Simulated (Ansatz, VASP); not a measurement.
BaTe in VASP and in Ansatz

INCAR

```
  ALGO = Normal
  EDIFF = 1E-7
  EDIFFG = -0.01
  ENCUT = 600
  GGA = PE
  IBRION = 2
  ISIF = 3
  ISMEAR = 0
  LASPH = T
  LCHARG = F
  LREAL = F
  LWAVE = F
  NELM = 80
  NSW = 100
  PREC = Accurate
  SIGMA = 0.02
```

Contents of KPOINTS:

```
k-points
0
Gamma
  9 9 6
```

The input POSCAR:

```
BaTe
1.0
    4.7855588675      0.0000000000      0.0000000000
   -2.3927794338      4.1444155506      0.0000000000
    0.0000000000      0.0000000000      4.4091871753
Ba Te
1 1
Direct
    0.3333333333      0.6666666667      0.5000000000
    0.0000000000      0.0000000000      0.0000000000
```

Input for Ansatz:

```yaml
crystal:
  lattice:
    - [4.7855588675, 0.0, 0.0]
    - [-2.3927794338, 4.1444155506, 0.0]
    - [0.0, 0.0, 4.4091871753]
  atoms:
    - { symbol: Ba, position: [0.3333333333, 0.6666666667, 0.5] }
    - { symbol: Te, position: [0.0, 0.0, 0.0] }
basis:
  ecutwfc: 420
kpoints:
  mp_grid: { grid: [9, 9, 6] }
hamiltonian:
  xc: pbe
scf:
  occupations: { method: gaussian, width: 0.02 }
output:
  forces: true
  stress: true
  eigenvalues: true
relax:
  adjacent_minimum: "off"
  f_tol: 0.01
  max_steps: 80
  cell: { stress_tol: 0.05 }
```

Change from the starting cell: species swapped into the LuTe type (P-6m2, No. 187).

Alike in both runs: task relaxation of cell and atoms; functional PBE; k mesh 9 × 9 × 6; occupations gaussian, width 0.02 eV; no spin polarisation.

```csv
,VASP,Ansatz
version,VASP 6.6.1,Ansatz 0.2.0
potentials or method,"VASP PAW PBE potentials, release 64 (Ba_sv, Te), cutoff 600 eV","scalar-relativistic, plane waves, PAW"
valence electrons in the cell,16,26
```

Ansatz gave:

```
gap on the k mesh at the Fermi level, each at its own relaxed structure (eV) : 1.52
relaxed volume (Å³/atom)                                                     : 44.11
relaxed cell length with the largest relative difference (Å)                 : 4.807
```

Which values does VASP return?

gap on the k mesh at the Fermi level, each at its own relaxed structure (eV): 1.49; relaxed volume (Å³/atom): 44.66; relaxed cell length with the largest relative difference (Å): 4.827.

VASP's potentials hold 16 valence electrons a cell and Ansatz's 26, so a difference there can come from the potentials and not from the codes.

Neither program's run includes spin-orbit coupling.
